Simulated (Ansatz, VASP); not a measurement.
# One calculation of HfN, two programs

The input INCAR:

```
PREC = Accurate
ENCUT = 520
EDIFF = 1E-6
ISMEAR = 0
SIGMA = 0.05
LREAL = False
LASPH = True
NELM = 80
ALGO = Normal
ISIF = 2
LWAVE = False
LCHARG = False
GGA = PS
IVDW = 12
NBANDS = 14
```

File KPOINTS:

```
regular mesh
0
Gamma
  10 10 10
```

Contents of POSCAR:

```
HfN
1.0
    0.0000000000      2.2058991718      2.2058991718
    2.2058991718      0.0000000000      2.2058991718
    2.2058991718      2.2058991718      0.0000000000
Hf N
1 1
Direct
    0.5000000000      0.5000000000      0.5000000000
    0.0000000000      0.0000000000      0.0000000000
```

Input for Ansatz:

```yaml
crystal:
  lattice:
    - [0.0, 2.2058991718, 2.2058991718]
    - [2.2058991718, 0.0, 2.2058991718]
    - [2.2058991718, 2.2058991718, 0.0]
  atoms:
    - { symbol: Hf, position: [0.5, 0.5, 0.5] }
    - { symbol: "N", position: [0.0, 0.0, 0.0] }
basis:
  ecutwfc: 420
  ecutrho_ratio: 4
kpoints:
  mp_grid: { grid: [10, 10, 10] }
hamiltonian:
  xc: pbesol
  dispersion: d3bj
scf:
  occupations: { method: gaussian, width: 0.05 }
output:
  forces: true
  stress: true
  eigenvalues: true
```

Alike in both runs: task single point; functional PBEsol; dispersion D3(BJ); k mesh 10 × 10 × 10; occupations gaussian, width 0.05 eV; no spin polarisation.

|  | VASP | Ansatz |
| --- | --- | --- |
| version | VASP 6.6.1 | Ansatz 0.2.0 |
| potentials or method | VASP PAW PBE potentials, release 64 (Hf_pv, N), cutoff 520 eV | scalar-relativistic, plane waves, PAW |
| valence electrons in the cell | 15 | 31 |

|  | VASP | Ansatz | Ansatz less VASP |
| --- | --- | --- | --- |
| gap on the k mesh at the Fermi level (eV) | none | none | - |
| pressure (GPa) | 11.1 | 13.3 | +2.20 |

VASP's potentials were made for PBE, not for PBEsol. A gap of «none» marks a metal or a gap that the smearing closes. VASP's potentials hold 15 valence electrons a cell and Ansatz's 31, so a difference there can come from the potentials and not from the codes.

Neither program's run includes spin-orbit coupling.
